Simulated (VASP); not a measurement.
# PbS: single point with PBEsol

PbS:

```
CELL_PARAMETERS angstrom
0.00000 2.81675 3.03912
2.81675 0.00000 3.03912
2.81675 2.81675 0.00000
ATOMIC_POSITIONS crystal
Pb 0.00000 0.00000 0.00000
S 0.50000 0.50000 0.50000
```

This cell differs from its parent crystal: strain -0.050 along x and y, +0.025 along z.

- Program: VASP 6.6.1
- Task: single point
- Functional: PBEsol
- Potentials or basis: VASP PAW PBE potentials, release 64 (Pb_d, S)
- Cutoff: 520 eV
- k mesh: 10 × 10 × 10
- Occupations: gaussian, width 0.03 eV
- Spin: no spin polarisation

| Quantity | Value |
| --- | --- |
| Pressure | 5.3 GPa |
| Band gap on the k mesh | 0.24 eV, direct |

Stress tensor (GPa, compression positive):
```
 9.26  0.00  0.00
 0.00  9.26  0.00
 0.00  0.00 -2.50
```

Levels at points of the mesh, in eV from the valence-band top:
```csv
k point,band 8,band 9,band 10,band 11,band 12,band 13
"(0.00, 0.00, 0.00)",-2.79,-2.79,-2.21,4.30,6.06,6.06
"(0.50, 0.00, 0.00)",-2.23,-2.00,0.00,0.24,1.55,1.97
"(0.50, 0.50, 0.00)",-5.88,-3.89,-3.89,3.61,5.24,6.30
"(0.50, 0.00, 0.50)",-6.02,-4.47,-3.65,3.29,4.98,6.08
```

Run time: 30 s on 1 thread of Intel(R) Xeon(R) 6975P-C (Granite Rapids), on a shared host, peak memory 0.22 GiB.

Caveat: the cell differs from its parent crystal (strain -0.050 along x and y, +0.025 along z); the PAW data sets were made with another functional, which shifts forces and pressure a little; spin-orbit coupling is left out, which moves the levels of the heavy elements. A k mesh can miss the band edges.
